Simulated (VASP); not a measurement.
A run of VASP 6.6.1:

The input INCAR:

```
PREC     = Accurate       # precision mode
ENCUT    = 520            # plane-wave cutoff, eV
EDIFF    = 1E-6           # SCF threshold, eV
ISMEAR   = 0              # smearing method
SIGMA    = 0.1            # smearing width, eV
LREAL    = False          # projectors in reciprocal space
LASPH    = True           # aspherical terms in the spheres
NELM     = 60             # most SCF steps
ALGO     = Normal         # electronic algorithm
ISIF     = 2              # what is computed and relaxed
LWAVE    = False          # write WAVECAR
LCHARG   = False          # write CHGCAR
GGA      = PE             # functional
NBANDS   = 50             # bands
```

The input KPOINTS:

```
Automatic mesh
0
Gamma
  2 2 2
```

File POSCAR:

```
Ba3Bi2Sb4
1.0
   -2.4201097500      3.8740100000      4.9887738800
    9.6804380000      0.0000000000      0.0000004900
    2.4201097500      3.8740100000     -4.9887738800
Bi Ba Sb
2 3 4
Direct
    0.0027064929      0.0071579865     -0.0001551314
    0.0163018279      0.4934930310     -0.0134541326
    0.7195384885      0.1185746744      0.2830224238
    0.7142396501      0.6010615054      0.2879012839
    0.2819466687      0.8906825664      0.7203192005
    0.7100023502      0.2495652956      0.7133739446
    0.2890831097      0.2498444740      0.2912574160
    0.6966551892      0.7498924300      0.7013115172
    0.3009556332      0.7497794962      0.3058711431
```

Potentials or basis: VASP PAW PBE potentials, release 64 (Bi_d, Ba_sv, Sb).

The run is started by

```sh
$ cat potpaw_PBE.64/Bi_d/POTCAR potpaw_PBE.64/Ba_sv/POTCAR potpaw_PBE.64/Sb/POTCAR > POTCAR
$ mpirun -np 1 vasp_std > vasp.out
```

Hardware: 1 thread of AMD EPYC 7R13, with other jobs on the host.

Q: How long does it take, and how much memory?

A: Run time: 7.3 min on 1 thread of AMD EPYC 7R13, on a shared host, peak memory 0.45 GiB. Counts: scf iterations 16, k points 8.
